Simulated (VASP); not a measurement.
# Zr (Fd-3m) in VASP: single point with LDA

Aim: the single point of Zr with LDA.

Everything below comes from runs of VASP 6.6.1. Logs are shortened: lines on timing, memory, paths and dates and some standing lists are left out, and cuts for length are marked.

## 1. The cell of the first run

Symmetry: Fd-3m, No. 227, cubic system. The conventional cell has a = 7.359 Å, b = 7.359 Å, c = 7.359 Å, α = 90.00°, β = 90.00°, γ = 90.00°. Within 4.2 Å of Zr (site symmetry -43m) lie 4 Zr at 3.19 Å.

## 2. Single point, LDA

File INCAR:

```
ALGO = Normal ; EDIFF = 1E-6
ENCUT = 500 ; GGA_COMPAT = False
ISIF = 2 ; ISMEAR = 1
LASPH = True ; LCHARG = False
LREAL = False ; LWAVE = False
NBANDS = 19 ; NELM = 120
PREC = Accurate ; SIGMA = 0.1
```

File KPOINTS:

```
k-points
0
Gamma
  6 6 6
```

File POSCAR:

```
Zr
1.0
    0.0000000000      3.6795000000      3.6795000000
    3.6795000000      0.0000000000      3.6795000000
    3.6795000000      3.6795000000      0.0000000000
Zr
2
Direct
    0.0000000000      0.0000000000      0.0000000000
    0.2500000000      0.2500000000      0.2500000000
```

Potentials or basis: VASP PAW LDA potentials, release 64 (Zr_sv).

Started as:

```
$ cat potpaw_LDA.64/Zr_sv/POTCAR > POTCAR
$ mpirun -np 1 vasp_std > vasp.out
```

OUTCAR:

```text
EDIFF = 1E-6
   ENCUT = 500
   ISIF = 2
   ISMEAR = 1
   LASPH = True
   LREAL = False
   NELM = 120
   PREC = Accurate

 ion  position               nearest neighbor table
   1  0.000  0.000  0.000-   2 3.19   2 3.19   2 3.19   2 3.19
   2  0.250  0.250  0.250-   1 3.19   1 3.19   1 3.19   1 3.19

  LATTYP: Found a face centered cubic cell.
 ALAT       =     7.3590000000

  Lattice vectors:

 A1 = (   0.0000000000,   3.6795000000,   3.6795000000)
 A2 = (   3.6795000000,   0.0000000000,   3.6795000000)
 A3 = (   3.6795000000,   3.6795000000,   0.0000000000)

Analysis of symmetry for initial positions (statically):
=====================================================================
 Subroutine PRICEL returns:
 Original cell was already a primitive cell.

 Routine SETGRP: Setting up the symmetry group for a
 face centered cubic supercell.

 Subroutine GETGRP returns: Found 48 space group operations
 (whereof 24 operations were pure point group operations)
 out of a pool of 48 trial point group operations.

The static configuration has the point symmetry T_d .
 The point group associated with its full space group is O_h .

Analysis of symmetry for dynamics (positions and initial velocities):
=====================================================================
 Subroutine PRICEL returns:
 Original cell was already a primitive cell.

 Routine SETGRP: Setting up the symmetry group for a
 face centered cubic supercell.

 Subroutine GETGRP returns: Found 48 space group operations
 (whereof 24 operations were pure point group operations)
 out of a pool of 48 trial point group operations.

The dynamic configuration has the point symmetry T_d .
 The point group associated with its full space group is O_h .

 Subroutine INISYM returns: Found 48 space group operations
 (whereof 24 operations are pure point group operations),
 and found     1 'primitive' translations

----------------------------------------------------------------------------------------

                                     Primitive cell

  volume of cell :      99.6314

  direct lattice vectors                    reciprocal lattice vectors
     0.000000000  3.679500000  3.679500000    -0.135888028  0.135888028  0.135888028
     3.679500000  0.000000000  3.679500000     0.135888028 -0.135888028  0.135888028
     3.679500000  3.679500000  0.000000000     0.135888028  0.135888028 -0.135888028

  length of vectors
     5.203598803  5.203598803  5.203598803     0.235364969  0.235364969  0.235364969

  position of ions in fractional coordinates (direct lattice)
     0.000000000  0.000000000  0.000000000
     0.250000000  0.250000000  0.250000000

  ion indices of the primitive-cell ions
   primitive index   ion index
                 1           1
                 2           2

----------------------------------------------------------------------------------------

 KPOINTS: k-points

Automatic generation of k-mesh.
 Grid dimensions read from file:
 generate k-points for:    6    6    6

 Generating k-lattice:

  Cartesian coordinates                     Fractional coordinates (reciprocal lattice)
    -0.022648005  0.022648005  0.022648005     0.166666667  0.000000000  0.000000000
     0.022648005 -0.022648005  0.022648005     0.000000000  0.166666667  0.000000000
     0.022648005  0.022648005 -0.022648005     0.000000000  0.000000000  0.166666667

  Length of vectors
     0.039227495  0.039227495  0.039227495

  Shift w.r.t. Gamma in fractional coordinates (k-lattice)
     0.000000000  0.000000000  0.000000000

 Subroutine IBZKPT returns following result:
 ===========================================

 Found     16 irreducible k-points:

 Following reciprocal coordinates:
            Coordinates               Weight
  0.000000  0.000000  0.000000      1.000000
  0.166667  0.000000  0.000000      8.000000
  0.333333  0.000000  0.000000      8.000000
  0.500000  0.000000  0.000000      4.000000
  0.166667  0.166667  0.000000      6.000000
  0.333333  0.166667  0.000000     24.000000
[... 8 lines left out ...]
 -0.333333  0.333333  0.166667     24.000000
 -0.333333  0.500000  0.166667     12.000000
   k-points           NKPTS =     16   k-points in BZ     NKDIM =     16   number of bands    NBANDS=     19
   number of dos      NEDOS =    301   number of ions     NIONS =      2
   total plane-waves  NPLWV =  64000
   dimension x,y,z NGX =    40 NGY =   40 NGZ =   40
   dimension x,y,z NGXF=    80 NGYF=   80 NGZF=   80
   ions per type =               2
   NGX,Y,Z   is equivalent  to a cutoff of  12.78, 12.78, 12.78 a.u.
   NGXF,Y,Z  is equivalent  to a cutoff of  25.56, 25.56, 25.56 a.u.
 SYSTEM =  unknown system
   PREC   = accura    normal or accurate (medium, high low for compatibility)
   ISTART =      0    job   : 0-new  1-cont  2-samecut
   ICHARG =      2    charge: 1-file 2-atom 10-const
   ISPIN  =      1    spin polarized calculation?
   LNONCOLLINEAR =      F non collinear calculations
   LSORBIT =      F    spin-orbit coupling
   LASPH  =      T    aspherical Exc in radial PAW
   ENCUT  =  500.0 eV  36.75 Ry    6.06 a.u.   9.49  9.49  9.49*2*pi/ulx,y,z
   NELM   =    120;   NELMIN=  2; NELMDL= -5     # of ELM steps
   EDIFF  = 0.1E-05   stopping-criterion for ELM
   LREAL  =      F    real-space projection
   EDIFFG = 0.1E-04   stopping-criterion for IOM
   NSW    =      0    number of steps for IOM
   IBRION =     -1    ionic relax: 0-MD 1-quasi-New 2-CG
   NFREE  =      0    steps in history (QN), initial steepest desc. (CG)
   ISIF   =      2    stress and relaxation
   ISYM   =      2    0-nonsym 1-usesym 2-fastsym
   POTIM  = 0.5000    time-step for ionic-motion
   TEBEG  =    0.0;   TEEND  =   0.0 temperature during run
   PSTRESS=    0.0 pullay stress
   NELECT =      24.0000    total number of electrons
   NUPDOWN=      -1.0000    fix difference up-down
   EMIN   =  10.00;   EMAX   =-10.00  energy-range for DOS
   EFERMI =   0.00;   METHOD = LEGACY
   ISMEAR =     1;   SIGMA  =   0.10  broadening in eV -4-tet -1-fermi 0-gaus
   EFERMI_NEDOS =   21; number of points for ismear=-14 and -15
   IALGO  =     38    algorithm
   IMIX   =      4    mixing-type and parameters
     AMIX     =   0.40;   BMIX     =  1.00
     AMIX_MAG =   1.60;   BMIX_MAG =  1.00
  volume/ion in A,a.u.               =      49.82       336.17
  Fermi-wavevector in a.u.,A,eV,Ry     =   1.018622  1.924917 14.117283  1.037591
  Thomas-Fermi vector in A             =   2.152090
   LORBIT       =      0    0 simple, 1 ext, 2 COOP (PROOUT), +10 PAW based schemes
   GGA     = CA    functional components
   LHFCALC =     F    Hartree Fock is set to
   AEXX    =    0.0000 exact exchange contribution
   IVDW    =     0    specifies the selected vdW correction
   LEPSILON=     F    determine dielectric tensor
   LRPA    =     F    only Hartree local field effects (RPA)
 non-spin polarized calculation
 Methfessel and Paxton  Order N= 1 SIGMA  =   0.10
  energy-cutoff  :      500.00
  volume of cell :       99.63
 maximum number of plane-waves:      2637
 NGX is ok and might be reduce to    40
   NGX = 19   NGY = 19   NGZ = 19

 number of electron      24.0000000 magnetization

 Free energy of the ion-electron system (eV)
  ---------------------------------------------------
  ext. energy  EPLUGINS =         0.00000000
  ---------------------------------------------------
  free energy    TOTEN  =       -12.08142962 eV

  energy without entropy =      -12.07332597  energy(sigma->0) =      -12.07872841

 E-fermi :   2.0229     XC(G=0):  -7.9045

 val. band max:        2.0202935378   @ k =   0.0000   0.0000   0.0000
 cond. band min:       2.0233531451   @ k =  -0.1667   0.1667   0.0000
 fundamental gap:      0.0030596073
 Fermi energy:         2.0228796431

 k-point     1 :       0.0000    0.0000    0.0000
  band No.  band energies     occupation
      1     -47.0268      2.00000
      2     -46.9290      2.00000
      3     -25.2382      2.00000
      4     -25.2382      2.00000
      5     -25.2382      2.00000
      6     -24.9682      2.00000
[... 11 lines left out ...]
     18       5.2760      0.00000
     19       5.2760      0.00000

 k-point     2 :       0.1667    0.0000    0.0000
  band No.  band energies     occupation
      1     -47.0220      2.00000
      2     -46.9339      2.00000
      3     -25.2454      2.00000
      4     -25.2454      2.00000
      5     -25.2355      2.00000
      6     -24.9719      2.00000
[... 11 lines left out ...]
     18       5.2358      0.00000
     19       5.2358      0.00000

 k-point     3 :       0.3333    0.0000    0.0000
  band No.  band energies     occupation
      1     -47.0103      2.00000
      2     -46.9457      2.00000
      3     -25.2589      2.00000
      4     -25.2589      2.00000
      5     -25.2300      2.00000
      6     -24.9792      2.00000
[... 11 lines left out ...]
     18       5.0568      0.00000
     19       5.0569      0.00000

 k-point     4 :       0.5000    0.0000    0.0000
  band No.  band energies     occupation
      1     -47.0025      2.00000
      2     -46.9536      2.00000
      3     -25.2652      2.00000
      4     -25.2652      2.00000
      5     -25.2273      2.00000
      6     -24.9828      2.00000
[... 11 lines left out ...]
     18       4.8328      0.00000
     19       4.8332      0.00000

 k-point     5 :       0.1667    0.1667    0.0000
  band No.  band energies     occupation
      1     -47.0203      2.00000
      2     -46.9356      2.00000
      3     -25.2536      2.00000
      4     -25.2536      2.00000
      5     -25.2207      2.00000
      6     -24.9871      2.00000
[... 11 lines left out ...]
     18       4.9938      0.00000
     19       5.3853      0.00000
[... 158 lines left out ...]
      2     -46.9780      2.00000
      3     -25.2923      2.00000
      4     -25.2923      2.00000
      5     -25.1058      2.00000
      6     -25.1058      2.00000
[... 11 lines left out ...]
     18       4.8516      0.00000
     19       5.0351      0.00000

 k-point    14 :       0.5000    0.3333    0.1667
  band No.  band energies     occupation
      1     -46.9992      2.00000
      2     -46.9569      2.00000
      3     -25.2876      2.00000
      4     -25.2757      2.00000
      5     -25.1746      2.00000
      6     -25.0349      2.00000
[... 11 lines left out ...]
     18       4.2923      0.00000
     19       5.3378      0.00000

 k-point    15 :      -0.3333    0.3333    0.1667
  band No.  band energies     occupation
      1     -46.9903      2.00000
      2     -46.9658      2.00000
      3     -25.2943      2.00000
      4     -25.2819      2.00000
      5     -25.1540      2.00000
      6     -25.0556      2.00000
[... 11 lines left out ...]
     18       4.8135      0.00000
     19       5.0626      0.00000

 k-point    16 :      -0.3333    0.5000    0.1667
  band No.  band energies     occupation
      1     -46.9781      2.00000
      2     -46.9781      2.00000
      3     -25.2927      2.00000
      4     -25.2927      2.00000
      5     -25.1051      2.00000
      6     -25.1051      2.00000
[... 11 lines left out ...]
     18       4.9216      0.00000
     19       5.0298      0.00000

------------------------ aborting loop because EDIFF is reached ----------------------------------------

  FORCE on cell =-STRESS in cart. coord.  units (eV):
  Direction    XX          YY          ZZ          XY          YZ          ZX
  --------------------------------------------------------------------------------------
  -------------------------------------------------------------------------------------
  Total       -4.8156146     -4.8156146     -4.8156146     -0.0000000     -0.0000000     -0.0000000
  in kB      -77.4400976    -77.4400976    -77.4400976     -0.0000000     -0.0000000     -0.0000000
  external PRESSURE =     -77.4400976 kB  Pullay stress =       0.0000000 kB

 VOLUME and BASIS-vectors are now :
 -----------------------------------------------------------------------------
  energy-cutoff  :      500.00
  volume of cell :       99.63
      direct lattice vectors                 reciprocal lattice vectors
     0.000000000  3.679500000  3.679500000    -0.135888028  0.135888028  0.135888028
     3.679500000  0.000000000  3.679500000     0.135888028 -0.135888028  0.135888028
     3.679500000  3.679500000  0.000000000     0.135888028  0.135888028 -0.135888028

 POSITION                                       TOTAL-FORCE (eV/Angst)
 -----------------------------------------------------------------------------------
      0.00000      0.00000      0.00000        -0.000000     -0.000000     -0.000000
      1.83975      1.83975      1.83975         0.000000      0.000000      0.000000
 -----------------------------------------------------------------------------------
    total drift:                               -0.000000      0.000000      0.000000

  FREE ENERGIE OF THE ION-ELECTRON SYSTEM (eV)
  ---------------------------------------------------
  free  energy   TOTEN  =       -12.0814296237 eV

  energy  without entropy=      -12.0733259749  energy(sigma->0) =      -12.07872841
```

It took 13 s on 1 thread of Intel Xeon Platinum 8488C (Sapphire Rapids), shared host; peak memory 0.19 GiB.

What came out:

```
Free energy            : -12.0814 eV
Pressure               : -7.7 GPa
Band gap on the k mesh : zero (band 12 reaches 2.13 eV, above the bottom of band 13 at 1.89 eV)
```

Levels at points of the mesh, in eV from the Fermi level:
| k point | band 10 | band 11 | band 12 | band 13 | band 14 | band 15 |
| --- | --- | --- | --- | --- | --- | --- |
| (0.00, 0.00, 0.00) | -0.12 | -0.12 | 0.00 | 0.00 | 0.00 | 1.40 |
| (0.50, 0.00, 0.00) | -0.24 | -0.06 | -0.06 | -0.05 | 0.04 | 0.04 |
| (0.50, 0.50, 0.00) | -0.68 | -0.60 | -0.60 | 0.12 | 0.12 | 1.38 |
